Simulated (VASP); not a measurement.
# C (Fmmm) in VASP: single point with r2SCAN

Aim: the single point of C with r2SCAN.

All numbers are computed with VASP 6.6.1; they aren't measurements. Logs are shortened: lines on timing, memory, paths and dates and some standing lists are left out, and cuts for length are marked.

## (1) The cell of the first run

The structure is orthorhombic, space group Fmmm (No. 69). Conventional cell: a = 2.456 Å, b = 4.253 Å, c = 7.117 Å, α = 90.00°, β = 90.00°, γ = 90.00°. Within 1.9 Å of C (site symmetry m2m) lie 3 C at 1.42 Å.

## (2) Single point, r2SCAN

POSCAR reads:

```
C
1.0
    0.0000000000      2.1264423265      3.5584110639
    1.2280765243      0.0000000000      3.5584110639
    1.2280765243      2.1264423265      0.0000000000
C
2
Direct
    0.1666746091      0.8333253909      0.1666746091
    0.8333253909      0.1666746091      0.8333253909
```

INCAR.step1 reads:

```
ALGO = Normal ; EDIFF = 1E-5
ENCUT = 660 ; GGA = PE
GGA_COMPAT = F ; ISMEAR = -1
LASPH = T ; LCHARG = F
LREAL = F ; LWAVE = T
NBANDS = 11 ; NELM = 120
PREC = Accurate ; SIGMA = 0.05
```

INCAR.step2 reads:

```
ALGO = Normal ; EDIFF = 1E-6
ENCUT = 660 ; GGA_COMPAT = F
ISIF = 2 ; ISMEAR = -1
ISTART = 1 ; LASPH = T
LCHARG = T ; LELF = T
LMIXTAU = T ; LREAL = F
LVHAR = T ; LWAVE = F
METAGGA = R2SCAN ; NBANDS = 11
NELM = 120 ; PREC = Accurate
SIGMA = 0.05
```

KPOINTS reads:

```
k-points
0
Gamma
  21 21 21
```

Potentials or basis: VASP PAW PBE potentials, release 64 (C).

Run with:

```
cat potpaw_PBE.64/C/POTCAR > POTCAR
cp INCAR.step1 INCAR
mpirun -np 1 vasp_std > vasp.out
cp INCAR.step2 INCAR
mpirun -np 1 vasp_std > vasp.out
```

OUTCAR:

```text
EDIFF = 1E-6
   ENCUT = 660
   ISIF = 2
   ISMEAR = -1
   ISTART = 1
   LASPH = T
   LREAL = F
   METAGGA = R2SCAN
   NELM = 120
   PREC = Accurate

 ion  position               nearest neighbor table
   1  0.167  0.833  0.167-   2 1.42   2 1.42   2 1.42
   2  0.833  0.167  0.833-   1 1.42   1 1.42   1 1.42

  LATTYP: Found a face centered orthorhombic cell.
 ALAT       =     2.4561530486
 B/A-ratio  =     1.7315226571
 C/A-ratio  =     2.8975483152

  Lattice vectors:

 A1 = (   0.0000000000,   2.1264423265,   3.5584110639)
 A2 = (   1.2280765243,   0.0000000000,   3.5584110639)
 A3 = (   1.2280765243,   2.1264423265,   0.0000000000)

Analysis of symmetry for initial positions (statically):
=====================================================================
 Subroutine PRICEL returns:
 Original cell was already a primitive cell.

 Routine SETGRP: Setting up the symmetry group for a
 face centered orthorhombic supercell.

 Subroutine GETGRP returns: Found  8 space group operations
 (whereof  8 operations were pure point group operations)
 out of a pool of  8 trial point group operations.

The static configuration has the point symmetry D_2h.

Analysis of symmetry for dynamics (positions and initial velocities):
=====================================================================
 Subroutine PRICEL returns:
 Original cell was already a primitive cell.

 Routine SETGRP: Setting up the symmetry group for a
 face centered orthorhombic supercell.

 Subroutine GETGRP returns: Found  8 space group operations
 (whereof  8 operations were pure point group operations)
 out of a pool of  8 trial point group operations.

The dynamic configuration has the point symmetry D_2h.

 Subroutine INISYM returns: Found  8 space group operations
 (whereof  8 operations are pure point group operations),
 and found     1 'primitive' translations

----------------------------------------------------------------------------------------

                                     Primitive cell

  volume of cell :      18.5851

  direct lattice vectors                    reciprocal lattice vectors
     0.000000000  2.126442326  3.558411064    -0.407140752  0.235134522  0.140512153
     1.228076524  0.000000000  3.558411064     0.407140752 -0.235134522  0.140512153
     1.228076524  2.126442326  0.000000000     0.407140752  0.235134522 -0.140512153

  length of vectors
     4.145364431  3.764367311  2.455591358     0.490709181  0.490709181  0.490709181

  position of ions in fractional coordinates (direct lattice)
     0.166674609  0.833325391  0.166674609
     0.833325391  0.166674609  0.833325391

  ion indices of the primitive-cell ions
   primitive index   ion index
                 1           1
                 2           2

----------------------------------------------------------------------------------------

 KPOINTS: k-points

Automatic generation of k-mesh.
 Grid dimensions read from file:
 generate k-points for:   21   21   21

 Generating k-lattice:

  Cartesian coordinates                     Fractional coordinates (reciprocal lattice)
    -0.019387655  0.011196882  0.006691055     0.047619048  0.000000000  0.000000000
     0.019387655 -0.011196882  0.006691055     0.000000000  0.047619048  0.000000000
     0.019387655  0.011196882 -0.006691055    -0.000000000 -0.000000000  0.047619048

  Length of vectors
     0.023367104  0.023367104  0.023367104

  Shift w.r.t. Gamma in fractional coordinates (k-lattice)
     0.000000000  0.000000000  0.000000000

 Subroutine IBZKPT returns following result:
 ===========================================

 Found   1331 irreducible k-points:

 Following reciprocal coordinates:
            Coordinates               Weight
  0.000000  0.000000  0.000000      1.000000
  0.047619  0.000000  0.000000      8.000000
  0.095238 -0.000000 -0.000000      8.000000
  0.142857  0.000000  0.000000      8.000000
  0.190476 -0.000000 -0.000000      8.000000
  0.238095  0.000000  0.000000      8.000000
[... 16 lines left out ...]
 -0.428571  0.047619 -0.000000      8.000000
 -0.380952  0.047619  0.000000      8.000000
 [... further k-points ...]
   k-points           NKPTS =   1331   k-points in BZ     NKDIM =   1331   number of bands    NBANDS=     11
   number of dos      NEDOS =    301   number of ions     NIONS =      2
   total plane-waves  NPLWV =  27648
   dimension x,y,z NGX =    36 NGY =   32 NGZ =   24
   dimension x,y,z NGXF=    72 NGYF=   64 NGZF=   48
   ions per type =               2
   NGX,Y,Z   is equivalent  to a cutoff of  14.44, 14.13, 16.25 a.u.
   NGXF,Y,Z  is equivalent  to a cutoff of  28.87, 28.26, 32.50 a.u.
 SYSTEM =  unknown system
   PREC   = accura    normal or accurate (medium, high low for compatibility)
   ISTART =      1    job   : 0-new  1-cont  2-samecut
   ICHARG =      0    charge: 1-file 2-atom 10-const
   ISPIN  =      1    spin polarized calculation?
   LNONCOLLINEAR =      F non collinear calculations
   LSORBIT =      F    spin-orbit coupling
   LASPH  =      T    aspherical Exc in radial PAW
   ENCUT  =  660.0 eV  48.51 Ry    6.96 a.u.   8.68  7.89  5.14*2*pi/ulx,y,z
   NELM   =    120;   NELMIN=  2; NELMDL=  0     # of ELM steps
   EDIFF  = 0.1E-05   stopping-criterion for ELM
   LREAL  =      F    real-space projection
   EDIFFG = 0.1E-04   stopping-criterion for IOM
   NSW    =      0    number of steps for IOM
   IBRION =     -1    ionic relax: 0-MD 1-quasi-New 2-CG
   NFREE  =      0    steps in history (QN), initial steepest desc. (CG)
   ISIF   =      2    stress and relaxation
   ISYM   =      2    0-nonsym 1-usesym 2-fastsym
   POTIM  = 0.5000    time-step for ionic-motion
   TEBEG  =    0.0;   TEEND  =   0.0 temperature during run
   PSTRESS=    0.0 pullay stress
   NELECT =       8.0000    total number of electrons
   NUPDOWN=      -1.0000    fix difference up-down
   EMIN   =  10.00;   EMAX   =-10.00  energy-range for DOS
   EFERMI =   0.00;   METHOD = LEGACY
   ISMEAR =    -1;   SIGMA  =   0.05  broadening in eV -4-tet -1-fermi 0-gaus
   EFERMI_NEDOS =   21; number of points for ismear=-14 and -15
   IALGO  =     38    algorithm
   IMIX   =      4    mixing-type and parameters
     AMIX     =   0.40;   BMIX     =  1.00
     AMIX_MAG =   1.60;   BMIX_MAG =  1.00
  volume/ion in A,a.u.               =       9.29        62.71
  Fermi-wavevector in a.u.,A,eV,Ry     =   1.236089  2.335870 20.788563  1.527916
  Thomas-Fermi vector in A             =   2.370712
   LORBIT       =      0    0 simple, 1 ext, 2 COOP (PROOUT), +10 PAW based schemes
   METAGGA = R2SCAN    functional components
   LHFCALC =     F    Hartree Fock is set to
   AEXX    =    0.0000 exact exchange contribution
   IVDW    =     0    specifies the selected vdW correction
   LEPSILON=     F    determine dielectric tensor
   LRPA    =     F    only Hartree local field effects (RPA)
 non-spin polarized calculation
  energy-cutoff  :      660.00
  volume of cell :       18.59
 maximum number of plane-waves:       730
   NGX = 17   NGY = 15   NGZ = 11

 number of electron       8.0000000 magnetization

 Free energy of the ion-electron system (eV)
  ---------------------------------------------------
  ext. energy  EPLUGINS =         0.00000000
  ---------------------------------------------------
  free energy    TOTEN  =       -19.88790991 eV

  energy without entropy =      -19.88769621  energy(sigma->0) =      -19.88780306

 E-fermi :   4.1827     XC(G=0): -10.7214

 val. band max:        4.1520671745   @ k =  -0.2381   0.0952   0.3333
 cond. band min:       4.1964266213   @ k =  -0.2381   0.0952   0.3333
 fundamental gap:      0.0443594468
 Fermi energy:         4.1827335206

 k-point     1 :       0.0000    0.0000    0.0000
  band No.  band energies     occupation
      1     -16.7498      2.00000
      2      -3.1592      2.00000
      3       0.9719      2.00000
      4       0.9822      2.00000
      5       8.1289      0.00000
      6      12.9112      0.00000
      7      12.9497      0.00000
      8      16.6591      0.00000
      9      17.4981      0.00000
     10      28.1754      0.00000
     11      29.0007      0.00000

 k-point     2 :       0.0476    0.0000    0.0000
  band No.  band energies     occupation
      1     -16.6915      2.00000
      2      -3.1027      2.00000
      3       0.7422      2.00000
      4       0.8500      2.00000
      5       8.2223      0.00000
      6      12.9766      0.00000
      7      13.1725      0.00000
      8      16.4368      0.00000
      9      17.6065      0.00000
     10      28.3659      0.00000
     11      28.7607      0.00000

 k-point     3 :       0.0952   -0.0000   -0.0000
  band No.  band energies     occupation
      1     -16.5169      2.00000
      2      -2.9336      2.00000
      3       0.0774      2.00000
      4       0.5088      2.00000
      5       8.5017      0.00000
      6      13.0402      0.00000
      7      13.8860      0.00000
      8      15.7998      0.00000
      9      17.9527      0.00000
     10      27.9416      0.00000
     11      28.9074      0.00000

 k-point     4 :       0.1429    0.0000    0.0000
  band No.  band energies     occupation
      1     -16.2268      2.00000
      2      -2.6519      2.00000
      3      -0.9062      2.00000
      4       0.0278      2.00000
      5       8.9645      0.00000
      6      13.0372      0.00000
      7      14.8208      0.00000
      8      14.9845      0.00000
      9      18.5571      0.00000
     10      26.6926      0.00000
     11      29.6666      0.00000
[... 239 lines left out ...]
 k-point    22 :      -0.4762    0.0476    0.0000
  band No.  band energies     occupation
      1     -11.3284      2.00000
      2      -9.6826      2.00000
      3      -2.6259      2.00000
      4       1.5110      2.00000
      5       6.1148      0.00000
      6      11.9734      0.00000
      7      16.9192      0.00000
      8      17.8514      0.00000
      9      23.6576      0.00000
     10      25.3347      0.00000
     11      26.6806      0.00000

 k-point    23 :      -0.4286    0.0476   -0.0000
  band No.  band energies     occupation
      1     -11.3543      2.00000
      2      -9.6596      2.00000
      3      -2.6259      2.00000
      4       1.6210      2.00000
      5       6.0350      0.00000
      6      11.9732      0.00000
      7      16.0611      0.00000
      8      18.5515      0.00000
      9      23.7523      0.00000
     10      25.3347      0.00000
     11      26.7005      0.00000

 k-point    24 :      -0.3810    0.0476    0.0000
  band No.  band energies     occupation
      1     -12.2381      2.00000
      2      -8.6116      2.00000
      3      -2.5128      2.00000
      4       1.1723      2.00000
      5       6.7235      0.00000
      6      12.0285      0.00000
      7      14.6773      0.00000
      8      19.6739      0.00000
      9      23.7892      0.00000
     10      24.5028      0.00000
     11      26.8544      0.00000

 [... further k-points ...]

------------------------ aborting loop because EDIFF is reached ----------------------------------------

  FORCE on cell =-STRESS in cart. coord.  units (eV):
  Direction    XX          YY          ZZ          XY          YZ          ZX
  --------------------------------------------------------------------------------------
  -------------------------------------------------------------------------------------
  Total        0.0372190      0.0369192     -0.0585787      0.0000000      0.0000000      0.0000000
  in kB        3.2085622      3.1827124     -5.0499299      0.0000000      0.0000000      0.0000000
  external PRESSURE =       0.4471149 kB  Pullay stress =       0.0000000 kB

 VOLUME and BASIS-vectors are now :
 -----------------------------------------------------------------------------
  energy-cutoff  :      660.00
  volume of cell :       18.59
      direct lattice vectors                 reciprocal lattice vectors
     0.000000000  2.126442326  3.558411064    -0.407140752  0.235134522  0.140512153
     1.228076524  0.000000000  3.558411064     0.407140752 -0.235134522  0.140512153
     1.228076524  2.126442326  0.000000000     0.407140752  0.235134522 -0.140512153

 POSITION                                       TOTAL-FORCE (eV/Angst)
 -----------------------------------------------------------------------------------
      1.22808      0.70885      3.55841         0.000000      0.000295      0.000000
      1.22808      3.54404      3.55841         0.000000     -0.000295     -0.000000
 -----------------------------------------------------------------------------------
    total drift:                               -0.000000     -0.000000     -0.000000

  FREE ENERGIE OF THE ION-ELECTRON SYSTEM (eV)
  ---------------------------------------------------
  free  energy   TOTEN  =       -19.8879099104 eV

  energy  without entropy=      -19.8876962122  energy(sigma->0) =      -19.88780306
```

Wall time 9.7 min (1 thread of Intel Xeon 6975P-C (Granite Rapids), shared host); peak memory 0.42 GiB.

Results:

```yaml
Free_energy: -19.8879 eV
Pressure: 0.0 GPa
```

Caveat: the PAW data sets were made with another functional, which shifts forces and pressure a little.
